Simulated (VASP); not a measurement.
# C in VASP: single point with PBE

Aim: the single point of C with PBE.

All numbers are computed with VASP 6.6.1; they aren't measurements. Logs are shortened: lines on timing, memory, paths and dates and some standing lists are left out, and cuts for length are marked.

## (1) The cell of the first run

The cell holds a slab with vacuum, 19 atoms: a = 7.398 Å, b = 7.398 Å, c = 11.000 Å, α = 90.00°, β = 90.00°, γ = 120.00°.

## (2) Single point, PBE, collinear spin

File INCAR:

```
PREC = Accurate
ENCUT = 520
EDIFF = 1E-6
ISMEAR = -1
SIGMA = 0.02
LREAL = Auto
LASPH = True
NELM = 150
ALGO = Normal
ISIF = 2
LWAVE = False
LCHARG = False
ISPIN = 2
MAGMOM = 0 0 0 0 0 0 0 0 0 0 0 0 0 0 0 0 0 0 1
LORBIT = 11
GGA = PE
NBANDS = 57
```

File KPOINTS:

```
Automatic mesh
0
Gamma
  2 2 1
```

File POSCAR:

```
C
1.0
    7.3980000000      0.0000000000      0.0000000000
   -3.6990000000      6.4068560000      0.0000000000
    0.0000000000      0.0000000000     11.0000000000
C
19
Direct
   -0.0056358201     -0.0001331315      0.0839791744
    0.2169497357      0.1108721477      0.0886052022
   -0.0047301745      0.3326830128      0.0821604731
    0.2171810715      0.4430171752      0.0822010754
   -0.0044912722      0.6648459287      0.0885285273
    0.2180951228      0.7758611083      0.0839370090
    0.3291130673     -0.0015720906      0.0883103612
    0.5486652321      0.1051172383      0.0910568636
    0.3236650674      0.3304518710      0.0915756396
    0.5463701899      0.4481685987      0.1198869187
    0.3280360458      0.6659760627      0.0831464589
    0.5510342185      0.7769059028      0.0817284704
    0.6613522760     -0.0012066303      0.0817104932
    0.8843992283      0.1097309630      0.0831312672
    0.6661274462      0.3275453095      0.1197950551
    0.8888075202      0.4452770583      0.0914728456
    0.6637707421      0.6706047550      0.0911465484
    0.8833220205      0.7772656092      0.0883527536
    0.6064632825      0.3879297114      0.2392750632
```

Potentials or basis: VASP PAW PBE potentials, release 64 (C).

Launch:

```bash
$ cat potpaw_PBE.64/C/POTCAR > POTCAR
$ mpirun -np 1 vasp_std > vasp.out
```

OUTCAR:

```text
PREC = Accurate
   ENCUT = 520
   EDIFF = 1E-6
   ISMEAR = -1
   LREAL = Auto
   LASPH = True
   NELM = 150
   ISIF = 2
   ISPIN = 2
   LORBIT = 11
   GGA = PE

 ion  position               nearest neighbor table
   1  0.994  1.000  0.084-  14 1.41   2 1.43  18 1.43
   2  0.217  0.111  0.089-   9 1.41   1 1.43   7 1.44
   3  0.995  0.333  0.082-  16 1.41   4 1.42  14 1.43
   4  0.217  0.443  0.082-   9 1.41   3 1.42  11 1.43
   5  0.996  0.665  0.089-  16 1.41   6 1.43  18 1.44
   6  0.218  0.776  0.084-  11 1.41   7 1.43   5 1.43
   7  0.329  0.998  0.088-   8 1.41   6 1.43   2 1.44
   8  0.549  0.105  0.091-  13 1.41   7 1.41  15 1.46
   9  0.324  0.330  0.092-   2 1.41   4 1.41  10 1.46
  10  0.546  0.448  0.120-  17 1.46   9 1.46  19 1.52  15 1.54
  11  0.328  0.666  0.083-   6 1.41   4 1.43  12 1.43
  12  0.551  0.777  0.082-  17 1.41  13 1.42  11 1.43
  13  0.661  0.999  0.082-   8 1.41  12 1.42  14 1.43
  14  0.884  0.110  0.083-   1 1.41   3 1.43  13 1.43
  15  0.666  0.328  0.120-   8 1.46  16 1.46  19 1.52  10 1.54
  16  0.889  0.445  0.091-   5 1.41   3 1.41  15 1.46
  17  0.664  0.671  0.091-  18 1.41  12 1.41  10 1.46
  18  0.883  0.777  0.088-  17 1.41   1 1.43   5 1.44
  19  0.606  0.388  0.239-  15 1.52  10 1.52

  LATTYP: Found a hexagonal cell.
 ALAT       =     7.3980000000
 C/A-ratio  =     1.4868883482

  Lattice vectors:

 A1 = (   7.3980000000,   0.0000000000,   0.0000000000)
 A2 = (  -3.6990000000,   6.4068560000,   0.0000000000)
 A3 = (   0.0000000000,   0.0000000000,  11.0000000000)

Analysis of symmetry for initial positions (statically):
=====================================================================
 Subroutine PRICEL returns:
 Original cell was already a primitive cell.

 Routine SETGRP: Setting up the symmetry group for a
 hexagonal supercell.

 Subroutine GETGRP returns: Found  1 space group operations
 (whereof  1 operations were pure point group operations)
 out of a pool of 24 trial point group operations.

The static configuration has the point symmetry C_1 .

Analysis of symmetry for dynamics (positions and initial velocities):
=====================================================================
 Subroutine PRICEL returns:
 Original cell was already a primitive cell.

 Routine SETGRP: Setting up the symmetry group for a
 hexagonal supercell.

 Subroutine GETGRP returns: Found  1 space group operations
 (whereof  1 operations were pure point group operations)
 out of a pool of 24 trial point group operations.

The dynamic configuration has the point symmetry C_1 .

Analysis of structural, dynamic, and magnetic symmetry:
=====================================================================
 Subroutine PRICEL returns:
 Original cell was already a primitive cell.

 Routine SETGRP: Setting up the symmetry group for a
 hexagonal supercell.

 Subroutine GETGRP returns: Found  1 space group operations
 (whereof  1 operations were pure point group operations)
 out of a pool of 24 trial point group operations.

The overall configuration has the point symmetry C_1 .

 Subroutine INISYM returns: Found  1 space group operations
 (whereof  1 operations are pure point group operations),
 and found     1 'primitive' translations

----------------------------------------------------------------------------------------

                                     Primitive cell

  volume of cell :     521.3771

  direct lattice vectors                    reciprocal lattice vectors
     7.398000000  0.000000000  0.000000000     0.135171668  0.078041398  0.000000000
    -3.699000000  6.406856000  0.000000000     0.000000000  0.156082796  0.000000000
     0.000000000  0.000000000 11.000000000     0.000000000  0.000000000  0.090909091

  length of vectors
     7.398000000  7.398000054 11.000000000     0.156082797  0.156082796  0.090909091

  position of ions in fractional coordinates (direct lattice)
     0.994364180  0.999866868  0.083979174
     0.216949736  0.110872148  0.088605202
     0.995269826  0.332683013  0.082160473
     0.217181072  0.443017175  0.082201075
     0.995508728  0.664845929  0.088528527
     0.218095123  0.775861108  0.083937009
[... 11 lines left out ...]
     0.883322021  0.777265609  0.088352754
     0.606463283  0.387929711  0.239275063

  ion indices of the primitive-cell ions
   primitive index   ion index
[... 56 lines left out ...]
   dimension x,y,z NGXF=   112 NGYF=  112 NGZF=  168
   ions per type =              19
   NGX,Y,Z   is equivalent  to a cutoff of  12.58, 12.58, 12.70 a.u.
   NGXF,Y,Z  is equivalent  to a cutoff of  25.17, 25.17, 25.39 a.u.
 SYSTEM =  unknown system
   PREC   = accura    normal or accurate (medium, high low for compatibility)
   ISTART =      0    job   : 0-new  1-cont  2-samecut
   ICHARG =      2    charge: 1-file 2-atom 10-const
   ISPIN  =      2    spin polarized calculation?
   LNONCOLLINEAR =      F non collinear calculations
   LSORBIT =      F    spin-orbit coupling
   LASPH  =      T    aspherical Exc in radial PAW
   ENCUT  =  520.0 eV  38.22 Ry    6.18 a.u.  13.76 13.76 20.45*2*pi/ulx,y,z
   NELM   =    150;   NELMIN=  2; NELMDL= -5     # of ELM steps
   EDIFF  = 0.1E-05   stopping-criterion for ELM
   LREAL  =      T    real-space projection
   EDIFFG = 0.1E-04   stopping-criterion for IOM
   NSW    =      0    number of steps for IOM
   IBRION =     -1    ionic relax: 0-MD 1-quasi-New 2-CG
   NFREE  =      0    steps in history (QN), initial steepest desc. (CG)
   ISIF   =      2    stress and relaxation
   ISYM   =      2    0-nonsym 1-usesym 2-fastsym
   POTIM  = 0.5000    time-step for ionic-motion
   TEBEG  =    0.0;   TEEND  =   0.0 temperature during run
   PSTRESS=    0.0 pullay stress
   NELECT =      76.0000    total number of electrons
   NUPDOWN=      -1.0000    fix difference up-down
   EMIN   =  10.00;   EMAX   =-10.00  energy-range for DOS
   EFERMI =   0.00;   METHOD = LEGACY
   ISMEAR =    -1;   SIGMA  =   0.02  broadening in eV -4-tet -1-fermi 0-gaus
   EFERMI_NEDOS =   21; number of points for ismear=-14 and -15
   IALGO  =     38    algorithm
   IMIX   =      4    mixing-type and parameters
     AMIX     =   0.40;   BMIX     =  1.00
     AMIX_MAG =   1.60;   BMIX_MAG =  1.00
  volume/ion in A,a.u.               =      27.44       185.18
  Fermi-wavevector in a.u.,A,eV,Ry     =   0.861580  1.628149 10.099867  0.742319
  Thomas-Fermi vector in A             =   1.979254
   LORBIT       =     11    0 simple, 1 ext, 2 COOP (PROOUT), +10 PAW based schemes
   GGA     = PE    functional components
   LHFCALC =     F    Hartree Fock is set to
   AEXX    =    0.0000 exact exchange contribution
   IVDW    =     0    specifies the selected vdW correction
   LEPSILON=     F    determine dielectric tensor
   LRPA    =     F    only Hartree local field effects (RPA)
 spin polarized calculation
  energy-cutoff  :      520.00
  volume of cell :      521.38
 maximum number of plane-waves:     14099
 NGX is ok and might be reduce to    56
   NGX = 27   NGY = 27   NGZ = 41

 number of electron      75.9999999 magnetization       0.5025111

 Free energy of the ion-electron system (eV)
  ---------------------------------------------------
  ext. energy  EPLUGINS =         0.00000000
  ---------------------------------------------------
  free energy    TOTEN  =      -168.69597031 eV

  energy without entropy =     -168.68751963  energy(sigma->0) =     -168.69174497

 E-fermi :  -1.9696     XC(G=0):  -4.1952

 val. band max:       -1.9718475535   @ k =   0.5000  -0.0000   0.0000
 cond. band min:      -1.7964244498   @ k =   0.0000   0.0000   0.0000
 fundamental gap:      0.1754231037
 Fermi energy:        -1.9695748297

 spin component 1

 k-point     1 :       0.0000    0.0000    0.0000
  band No.  band energies     occupation
      1     -21.6212      1.00000
      2     -19.8711      1.00000
      3     -18.8897      1.00000
      4     -18.8311      1.00000
      5     -18.7706      1.00000
      6     -18.7129      1.00000
[... 201 lines left out ...]
     49       4.3802      0.00000
     50       4.4531      0.00000
 Fermi energy:        -1.9695748297

 spin component 2

 k-point     1 :       0.0000    0.0000    0.0000
  band No.  band energies     occupation
      1     -21.5803      1.00000
      2     -19.7969      1.00000
      3     -18.8759      1.00000
      4     -18.8164      1.00000
      5     -18.7486      1.00000
      6     -18.7057      1.00000
[... 201 lines left out ...]
     49       4.4349      0.00000
     50       4.4893      0.00000
 [bands above 50 left out]

------------------------ aborting loop because EDIFF is reached ----------------------------------------

  FORCE on cell =-STRESS in cart. coord.  units (eV):
  Direction    XX          YY          ZZ          XY          YZ          ZX
  --------------------------------------------------------------------------------------
  -------------------------------------------------------------------------------------
  Total        3.7877971      5.0452846     -0.0448426      1.0364381      0.0011120     -0.0053240
  in kB       11.6397945     15.5040186     -0.1378001      3.1849454      0.0034173     -0.0163605
  external PRESSURE =       9.0020043 kB  Pullay stress =       0.0000000 kB

 VOLUME and BASIS-vectors are now :
 -----------------------------------------------------------------------------
  energy-cutoff  :      520.00
  volume of cell :      521.38
      direct lattice vectors                 reciprocal lattice vectors
     7.398000000  0.000000000  0.000000000     0.135171668  0.078041398  0.000000000
    -3.699000000  6.406856000  0.000000000     0.000000000  0.156082796  0.000000000
     0.000000000  0.000000000 11.000000000     0.000000000  0.000000000  0.090909091

 POSITION                                       TOTAL-FORCE (eV/Angst)
 -----------------------------------------------------------------------------------
      3.65780      6.40600      0.92377        -0.002344     -0.008731     -0.006482
      1.19488      0.71034      0.97466         0.018650     -0.005034     -0.003101
      6.13241      2.13145      0.90377         0.000242     -0.001517     -0.015356
     -0.03201      2.83835      0.90421        -0.006316      0.009012     -0.012920
      4.90551      4.25957      0.97381        -0.015874     -0.004039      0.002141
     -1.25644      4.97083      0.92331         0.003884     -0.011036     -0.007253
[... 11 lines left out ...]
      3.65971      4.97983      0.97188         0.009252     -0.014186      0.006168
      3.05166      2.48541      2.63203        -0.003184     -0.002510      0.080025
 -----------------------------------------------------------------------------------
    total drift:                                0.004580     -0.016917      0.001965

  FREE ENERGIE OF THE ION-ELECTRON SYSTEM (eV)
  ---------------------------------------------------
  free  energy   TOTEN  =      -168.6959703087 eV

  energy  without entropy=     -168.6875196297  energy(sigma->0) =     -168.69174497

 total charge

# of ion       s       p       d       tot
------------------------------------------
    1        0.863   1.791   0.000   2.655
    2        0.862   1.783   0.000   2.645
    3        0.866   1.788   0.000   2.654
    4        0.866   1.788   0.000   2.654
    5        0.862   1.783   0.000   2.645
    6        0.863   1.792   0.000   2.655
[... 11 lines left out ...]
   18        0.862   1.784   0.000   2.645
   19        0.985   1.297   0.000   2.282
--------------------------------------------------
tot         16.485  33.472   0.000  49.958

 magnetization (x)

# of ion       s       p       d       tot
------------------------------------------
    1       -0.000  -0.001   0.000  -0.001
    2        0.000   0.009   0.000   0.010
    3        0.000   0.006   0.000   0.006
    4        0.000   0.006   0.000   0.006
    5        0.000   0.009   0.000   0.010
    6       -0.000  -0.001   0.000  -0.001
[... 11 lines left out ...]
   18        0.000   0.010   0.000   0.010
   19        0.011   0.164   0.000   0.175
--------------------------------------------------
tot          0.022   0.241   0.000   0.263
```

It took 7.8 min on 1 thread of Intel Xeon Platinum 8259CL at 2.50GHz (Skylake/Cascade Lake), shared host; peak memory 0.77 GiB.

Results:

```
Free energy                                           : -168.6960 eV
Largest force                                         : 0.080 eV/Å
Net moment                                            : 0.50 μB per cell
Site moments                                          : C -0.00, +0.01, -0.01, +0.00, +0.17 (each value once) μB
Valence electrons inside the program's atomic spheres : C 2.65, 2.64, 2.66, 2.28 (each value once)
```

Forces on the atoms (eV/Å):
```
C   -0.002 -0.009 -0.006
C    0.019 -0.005 -0.003
C    0.000 -0.002 -0.015
C   -0.006  0.009 -0.013
C   -0.016 -0.004  0.002
C    0.004 -0.011 -0.007
C   -0.002  0.027  0.011
C   -0.006  0.017  0.007
C    0.015 -0.004  0.000
C   -0.027  0.005 -0.026
C   -0.002  0.001  0.001
C   -0.002  0.010 -0.008
C    0.013 -0.001 -0.009
C   -0.008 -0.002  0.004
C    0.027 -0.001 -0.025
C   -0.016  0.003 -0.004
C    0.003 -0.016  0.004
C    0.009 -0.014  0.006
C   -0.003 -0.003  0.080
```

Caveat: the k points lie up to 0.49 Å⁻¹ apart; there is no dipole correction, which matters where the two faces differ.
